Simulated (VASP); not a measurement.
Here is a VASP 6.6.1 calculation.

File INCAR:

```
SYSTEM = Ir
ALGO = Normal ; EDIFF = 1E-7
ENCUT = 520 ; GGA = PE
ISIF = 2 ; ISMEAR = -1
LASPH = .True. ; LCHARG = .False.
LREAL = .False. ; LWAVE = .False.
NBANDS = 10 ; NELM = 80
PREC = Accurate ; SIGMA = 0.1
```

KPOINTS

```
k-points
0
Gamma
  18 18 18
  0 0 0
```

POSCAR

```
Ir
1.0
    0.0000000000      1.9356513782      1.9356513782
    1.9356513782      0.0000000000      1.9356513782
    1.9356513782      1.9356513782      0.0000000000
Ir
1
Direct
    0.0000000000      0.0000000000      0.0000000000
```

Potentials or basis: VASP PAW PBE potentials, release 64 (Ir).

Run with:

```bash
$ cat potpaw_PBE.64/Ir/POTCAR > POTCAR
$ mpirun -np 1 vasp_std > vasp.out
```

(1) Estimate the pressure.

Answers

(1) 0.6 GPa.
